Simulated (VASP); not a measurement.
# Si (Pm-3n) in VASP: a series of runs

Si is run at these levels: PBE; tasks: single point, relaxation of cell and atoms.

All numbers are computed with VASP 6.6.1; they aren't measurements. Logs are shortened: lines on timing, memory, paths and dates and some standing lists are left out, and cuts for length are marked.

### Step 1. The cell of the first run

The structure is cubic, space group Pm-3n (No. 223). Conventional cell: a = 4.906 Å, b = 4.906 Å, c = 4.906 Å, α = 90.00°, β = 90.00°, γ = 90.00°. Within 3.6 Å of Si (site symmetry m-3) lie 12 Si at 2.74 Å. Si (site symmetry -4m2) has 14 Si at 2.45 to 3.00 Å within 3.2 Å.

### Step 2. Single point, PBE

INCAR reads:

```
SYSTEM = Si
ALGO = Normal
EDIFF = 1E-6
ENCUT = 520
GGA = PE
ISIF = 2
ISMEAR = 0
LASPH = .True.
LCHARG = .False.
LREAL = .False.
LWAVE = .False.
NBANDS = 26
NELM = 60
PREC = Accurate
SIGMA = 0.1
```

KPOINTS reads:

```
k-points
0
Gamma
  4 4 4
  0 0 0
```

POSCAR reads:

```
Si
1.0
    4.9062022096      0.0000000000      0.0000000000
    0.0000000000      4.9062022096      0.0000000000
    0.0000000000      0.0000000000      4.9062022096
Si
8
Direct
    0.5000000000      0.5000000000      0.5000000000
    0.0000000000      0.0000000000      0.0000000000
    0.2500000000      0.0000000000      0.5000000000
    0.5000000000      0.2500000000      0.0000000000
    0.5000000000      0.7500000000      0.0000000000
    0.7500000000      0.0000000000      0.5000000000
    0.0000000000      0.5000000000      0.7500000000
    0.0000000000      0.5000000000      0.2500000000
```

Potentials or basis: VASP PAW PBE potentials, release 64 (Si).

Started as:

```sh
$ cat potpaw_PBE.64/Si/POTCAR > POTCAR
$ mpirun -np 1 vasp_std > vasp.out
```

OUTCAR:

```text
SYSTEM = Si
   EDIFF = 1E-6
   ENCUT = 520
   GGA = PE
   ISIF = 2
   ISMEAR = 0
   LASPH = .True.
   LREAL = .False.
   NELM = 60
   PREC = Accurate

 ion  position               nearest neighbor table
   1  0.500  0.500  0.500-   3 2.74   4 2.74   5 2.74   6 2.74   7 2.74   8 2.74   4 2.74   5 2.74
                             3 2.74   6 2.74   7 2.74   8 2.74
   2  0.000  0.000  0.000-   3 2.74   4 2.74   5 2.74   6 2.74   7 2.74   8 2.74   3 2.74   6 2.74
                             7 2.74   8 2.74   4 2.74   5 2.74
   3  0.250  0.000  0.500-   6 2.45   6 2.45   1 2.74   2 2.74   1 2.74   2 2.74   8 3.00   5 3.00
                             4 3.00   5 3.00   4 3.00   7 3.00   8 3.00   7 3.00
   4  0.500  0.250  0.000-   5 2.45   5 2.45   1 2.74   1 2.74   2 2.74   2 2.74   8 3.00   3 3.00
                             3 3.00   6 3.00   6 3.00   7 3.00   7 3.00   8 3.00
   5  0.500  0.750  0.000-   4 2.45   4 2.45   1 2.74   1 2.74   2 2.74   2 2.74   8 3.00   3 3.00
                             3 3.00   6 3.00   6 3.00   7 3.00   7 3.00   8 3.00
   6  0.750  0.000  0.500-   3 2.45   3 2.45   1 2.74   2 2.74   1 2.74   2 2.74   8 3.00   4 3.00
                             4 3.00   5 3.00   5 3.00   7 3.00   8 3.00   7 3.00
   7  0.000  0.500  0.750-   8 2.45   8 2.45   1 2.74   2 2.74   2 2.74   1 2.74   3 3.00   4 3.00
                             5 3.00   3 3.00   6 3.00   6 3.00   4 3.00   5 3.00
   8  0.000  0.500  0.250-   7 2.45   7 2.45   1 2.74   2 2.74   2 2.74   1 2.74   3 3.00   4 3.00
                             5 3.00   3 3.00   6 3.00   6 3.00   4 3.00   5 3.00

  LATTYP: Found a simple cubic cell.
 ALAT       =     4.9062022096

  Lattice vectors:

 A1 = (   4.9062022096,   0.0000000000,   0.0000000000)
 A2 = (   0.0000000000,   4.9062022096,   0.0000000000)
 A3 = (   0.0000000000,   0.0000000000,   4.9062022096)

Analysis of symmetry for initial positions (statically):
=====================================================================
 Subroutine PRICEL returns:
 Original cell was already a primitive cell.

 Routine SETGRP: Setting up the symmetry group for a
 simple cubic supercell.

 Subroutine GETGRP returns: Found 48 space group operations
 (whereof 24 operations were pure point group operations)
 out of a pool of 48 trial point group operations.

The static configuration has the point symmetry T_h .
 The point group associated with its full space group is O_h .

Analysis of symmetry for dynamics (positions and initial velocities):
=====================================================================
 Subroutine PRICEL returns:
 Original cell was already a primitive cell.

 Routine SETGRP: Setting up the symmetry group for a
 simple cubic supercell.

 Subroutine GETGRP returns: Found 48 space group operations
 (whereof 24 operations were pure point group operations)
 out of a pool of 48 trial point group operations.

The dynamic configuration has the point symmetry T_h .
 The point group associated with its full space group is O_h .

 Subroutine INISYM returns: Found 48 space group operations
 (whereof 24 operations are pure point group operations),
 and found     1 'primitive' translations

----------------------------------------------------------------------------------------

                                     Primitive cell

  volume of cell :     118.0963

  direct lattice vectors                    reciprocal lattice vectors
     4.906202210  0.000000000  0.000000000     0.203823641  0.000000000  0.000000000
     0.000000000  4.906202210  0.000000000     0.000000000  0.203823641  0.000000000
     0.000000000  0.000000000  4.906202210     0.000000000  0.000000000  0.203823641

  length of vectors
     4.906202210  4.906202210  4.906202210     0.203823641  0.203823641  0.203823641

  position of ions in fractional coordinates (direct lattice)
     0.500000000  0.500000000  0.500000000
     0.000000000  0.000000000  0.000000000
     0.250000000  0.000000000  0.500000000
     0.500000000  0.250000000  0.000000000
     0.500000000  0.750000000  0.000000000
     0.750000000  0.000000000  0.500000000
     0.000000000  0.500000000  0.750000000
     0.000000000  0.500000000  0.250000000

  ion indices of the primitive-cell ions
   primitive index   ion index
                 1           1
                 2           2
                 3           3
                 4           4
                 5           5
                 6           6
                 7           7
                 8           8

----------------------------------------------------------------------------------------

 KPOINTS: k-points

Automatic generation of k-mesh.
 Grid dimensions read from file:
 generate k-points for:    4    4    4

 Generating k-lattice:

  Cartesian coordinates                     Fractional coordinates (reciprocal lattice)
     0.050955910  0.000000000  0.000000000     0.250000000  0.000000000  0.000000000
     0.000000000  0.050955910  0.000000000     0.000000000  0.250000000  0.000000000
     0.000000000  0.000000000  0.050955910     0.000000000  0.000000000  0.250000000

  Length of vectors
     0.050955910  0.050955910  0.050955910

  Shift w.r.t. Gamma in fractional coordinates (k-lattice)
     0.000000000  0.000000000  0.000000000

 Subroutine IBZKPT returns following result:
 ===========================================

 Found     10 irreducible k-points:

 Following reciprocal coordinates:
            Coordinates               Weight
  0.000000  0.000000  0.000000      1.000000
  0.250000  0.000000  0.000000      6.000000
  0.500000  0.000000  0.000000      3.000000
  0.250000  0.250000  0.000000     12.000000
  0.500000  0.250000  0.000000     12.000000
  0.500000  0.500000  0.000000      3.000000
  0.250000  0.250000  0.250000      8.000000
  0.500000  0.250000  0.250000     12.000000
  0.500000  0.500000  0.250000      6.000000
  0.500000  0.500000  0.500000      1.000000
   k-points           NKPTS =     10   k-points in BZ     NKDIM =     10   number of bands    NBANDS=     26
   number of dos      NEDOS =    301   number of ions     NIONS =      8
   total plane-waves  NPLWV =  46656
   dimension x,y,z NGX =    36 NGY =   36 NGZ =   36
   dimension x,y,z NGXF=    72 NGYF=   72 NGZF=   72
   ions per type =               8
   NGX,Y,Z   is equivalent  to a cutoff of  12.20, 12.20, 12.20 a.u.
   NGXF,Y,Z  is equivalent  to a cutoff of  24.40, 24.40, 24.40 a.u.
 SYSTEM =  Si
   PREC   = accura    normal or accurate (medium, high low for compatibility)
   ISTART =      0    job   : 0-new  1-cont  2-samecut
   ICHARG =      2    charge: 1-file 2-atom 10-const
   ISPIN  =      1    spin polarized calculation?
   LNONCOLLINEAR =      F non collinear calculations
   LSORBIT =      F    spin-orbit coupling
   LASPH  =      T    aspherical Exc in radial PAW
   ENCUT  =  520.0 eV  38.22 Ry    6.18 a.u.   9.12  9.12  9.12*2*pi/ulx,y,z
   NELM   =     60;   NELMIN=  2; NELMDL= -5     # of ELM steps
   EDIFF  = 0.1E-05   stopping-criterion for ELM
   LREAL  =      F    real-space projection
   EDIFFG = 0.1E-04   stopping-criterion for IOM
   NSW    =      0    number of steps for IOM
   IBRION =     -1    ionic relax: 0-MD 1-quasi-New 2-CG
   NFREE  =      0    steps in history (QN), initial steepest desc. (CG)
   ISIF   =      2    stress and relaxation
   ISYM   =      2    0-nonsym 1-usesym 2-fastsym
   POTIM  = 0.5000    time-step for ionic-motion
   TEBEG  =    0.0;   TEEND  =   0.0 temperature during run
   PSTRESS=    0.0 pullay stress
   NELECT =      32.0000    total number of electrons
   NUPDOWN=      -1.0000    fix difference up-down
   EMIN   =  10.00;   EMAX   =-10.00  energy-range for DOS
   EFERMI =   0.00;   METHOD = LEGACY
   ISMEAR =     0;   SIGMA  =   0.10  broadening in eV -4-tet -1-fermi 0-gaus
   EFERMI_NEDOS =   21; number of points for ismear=-14 and -15
   IALGO  =     38    algorithm
   IMIX   =      4    mixing-type and parameters
     AMIX     =   0.40;   BMIX     =  1.00
     AMIX_MAG =   1.60;   BMIX_MAG =  1.00
  volume/ion in A,a.u.               =      14.76        99.62
  Fermi-wavevector in a.u.,A,eV,Ry     =   1.059366  2.001912 15.269225  1.122256
  Thomas-Fermi vector in A             =   2.194709
   LORBIT       =      0    0 simple, 1 ext, 2 COOP (PROOUT), +10 PAW based schemes
   GGA     = PE    functional components
   LHFCALC =     F    Hartree Fock is set to
   AEXX    =    0.0000 exact exchange contribution
   IVDW    =     0    specifies the selected vdW correction
   LEPSILON=     F    determine dielectric tensor
   LRPA    =     F    only Hartree local field effects (RPA)
 non-spin polarized calculation
 Gauss-broadening in eV      SIGMA  =   0.10
  energy-cutoff  :      520.00
  volume of cell :      118.10
 maximum number of plane-waves:      3197
   NGX = 19   NGY = 19   NGZ = 19

 number of electron      32.0000001 magnetization

 Free energy of the ion-electron system (eV)
  ---------------------------------------------------
  ext. energy  EPLUGINS =         0.00000000
  ---------------------------------------------------
  free energy    TOTEN  =       -38.51218730 eV

  energy without entropy =      -38.50064706  energy(sigma->0) =      -38.50641718

 E-fermi :   9.8503     XC(G=0): -11.1076

 val. band max:        9.8203884327   @ k =   0.5000   0.0000   0.0000
 cond. band min:       9.9480228693   @ k =   0.5000   0.5000   0.0000
 fundamental gap:      0.1276344367
 Fermi energy:         9.8503333608

 k-point     1 :       0.0000    0.0000    0.0000
  band No.  band energies     occupation
      1      -4.3911      2.00000
      2       1.0185      2.00000
      3       1.0185      2.00000
      4       1.0767      2.00000
      5       2.1167      2.00000
      6       2.1167      2.00000
[... 18 lines left out ...]
     25      13.1266      0.00000
     26      13.1266      0.00000

 k-point     2 :       0.2500    0.0000    0.0000
  band No.  band energies     occupation
      1      -4.0155      2.00000
      2      -1.0527      2.00000
      3       1.3813      2.00000
      4       1.4232      2.00000
      5       2.4781      2.00000
      6       2.4781      2.00000
[... 18 lines left out ...]
     25      15.0095      0.00000
     26      15.9181      0.00000

 k-point     3 :       0.5000    0.0000    0.0000
  band No.  band energies     occupation
      1      -2.8945      2.00000
      2      -2.8945      2.00000
      3       2.3670      2.00000
      4       2.3670      2.00000
      5       2.6274      2.00000
      6       2.6274      2.00000
[... 18 lines left out ...]
     25      14.2570      0.00000
     26      14.2570      0.00000

 k-point     4 :       0.2500    0.2500    0.0000
  band No.  band energies     occupation
      1      -3.6405      2.00000
      2      -0.6925      2.00000
      3      -0.6735      2.00000
      4       1.7656      2.00000
      5       2.2253      2.00000
      6       2.8389      2.00000
[... 18 lines left out ...]
     25      13.7158      0.00000
     26      14.0433      0.00000

 k-point     5 :       0.5000    0.2500    0.0000
  band No.  band energies     occupation
      1      -2.5228      2.00000
      2      -2.5200      2.00000
      3       0.3995      2.00000
      4       0.4400      2.00000
      5       2.7294      2.00000
      6       2.9807      2.00000
[... 18 lines left out ...]
     25      14.5247      0.00000
     26      14.5811      0.00000

 k-point     6 :       0.5000    0.5000    0.0000
  band No.  band energies     occupation
      1      -1.4290      2.00000
      2      -1.4039      2.00000
      3      -1.4000      2.00000
      4      -1.4000      2.00000
      5       3.5804      2.00000
      6       3.9672      2.00000
[... 18 lines left out ...]
     25      14.9650      0.00000
     26      15.0239      0.00000

 k-point     7 :       0.2500    0.2500    0.2500
  band No.  band energies     occupation
      1      -3.2661      2.00000
      2      -0.3246      2.00000
      3      -0.3246      2.00000
      4      -0.2927      2.00000
      5       2.5544      2.00000
      6       2.5544      2.00000
[... 18 lines left out ...]
     25      14.0571      0.00000
     26      14.0571      0.00000

 k-point     8 :       0.5000    0.2500    0.2500
  band No.  band energies     occupation
      1      -2.1490      2.00000
      2      -2.1490      2.00000
      3       0.7622      2.00000
      4       0.7622      2.00000
      5       0.8108      2.00000
      6       0.8108      2.00000
[... 18 lines left out ...]
     25      14.7923      0.00000
     26      14.8083      0.00000

 k-point     9 :       0.5000    0.5000    0.2500
  band No.  band energies     occupation
      1      -1.0568      2.00000
      2      -1.0373      2.00000
      3      -1.0287      2.00000
      4      -1.0287      2.00000
      5       1.8220      2.00000
      6       1.8771      2.00000
[... 18 lines left out ...]
     25      13.2864      0.00000
     26      13.3463      0.00000

 k-point    10 :       0.5000    0.5000    0.5000
  band No.  band energies     occupation
      1       0.0534      2.00000
      2       0.0534      2.00000
      3       0.0534      2.00000
      4       0.0534      2.00000
      5       0.0534      2.00000
      6       0.0534      2.00000
[... 18 lines left out ...]
     25      12.1549      0.00000
     26      12.1549      0.00000

------------------------ aborting loop because EDIFF is reached ----------------------------------------

  FORCE on cell =-STRESS in cart. coord.  units (eV):
  Direction    XX          YY          ZZ          XY          YZ          ZX
  --------------------------------------------------------------------------------------
  -------------------------------------------------------------------------------------
  Total        0.1834681      0.1834681      0.1834681     -0.0000000     -0.0000000      0.0000000
  in kB        2.4890568      2.4890568      2.4890568     -0.0000000     -0.0000000      0.0000000
  external PRESSURE =       2.4890568 kB  Pullay stress =       0.0000000 kB

 VOLUME and BASIS-vectors are now :
 -----------------------------------------------------------------------------
  energy-cutoff  :      520.00
  volume of cell :      118.10
      direct lattice vectors                 reciprocal lattice vectors
     4.906202210  0.000000000  0.000000000     0.203823641  0.000000000  0.000000000
     0.000000000  4.906202210  0.000000000     0.000000000  0.203823641  0.000000000
     0.000000000  0.000000000  4.906202210     0.000000000  0.000000000  0.203823641

 POSITION                                       TOTAL-FORCE (eV/Angst)
 -----------------------------------------------------------------------------------
      2.45310      2.45310      2.45310         0.000000      0.000000     -0.000000
      0.00000      0.00000      0.00000         0.000000      0.000000     -0.000000
      1.22655      0.00000      2.45310         0.000000      0.000000      0.000000
      2.45310      1.22655      0.00000         0.000000     -0.000000      0.000000
      2.45310      3.67965      0.00000        -0.000000      0.000000     -0.000000
      3.67965      0.00000      2.45310        -0.000000     -0.000000      0.000000
      0.00000      2.45310      3.67965         0.000000      0.000000      0.000000
      0.00000      2.45310      1.22655         0.000000     -0.000000     -0.000000
 -----------------------------------------------------------------------------------
    total drift:                               -0.000000     -0.000000     -0.000000

  FREE ENERGIE OF THE ION-ELECTRON SYSTEM (eV)
  ---------------------------------------------------
  free  energy   TOTEN  =       -38.5121873036 eV

  energy  without entropy=      -38.5006470612  energy(sigma->0) =      -38.50641718
```

Run time: 30 s. Hardware: 1 thread of Intel Xeon 8259CL, shared host; peak memory 0.2 GiB.

What came out:

| Property | Result |
| --- | --- |
| Free energy | -38.5122 eV |
| Pressure | 0.2 GPa |
| Band gap on the k mesh | zero (bands 16 and 17 overlap by 2.90 eV) |

Levels at points of the mesh, in eV from the Fermi level:
| k point | band 13 | band 14 | band 15 | band 16 | band 17 | band 18 | band 19 | band 20 |
| --- | --- | --- | --- | --- | --- | --- | --- | --- |
| (0.00, 0.00, 0.00) | -2.76 | -2.06 | -2.06 | -2.06 | -1.43 | -1.43 | -1.43 | 0.99 |
| (0.50, 0.00, 0.00) | -1.20 | -1.20 | -0.91 | -0.91 | -0.76 | -0.76 | -0.03 | -0.03 |
| (0.50, 0.50, 0.00) | 0.10 | 0.22 | 0.38 | 0.38 | 0.40 | 0.40 | 0.42 | 0.69 |
| (0.50, 0.50, 0.50) | 1.30 | 1.30 | 1.47 | 1.47 | 1.47 | 1.47 | 1.59 | 1.59 |

[end of part 1 of 2]
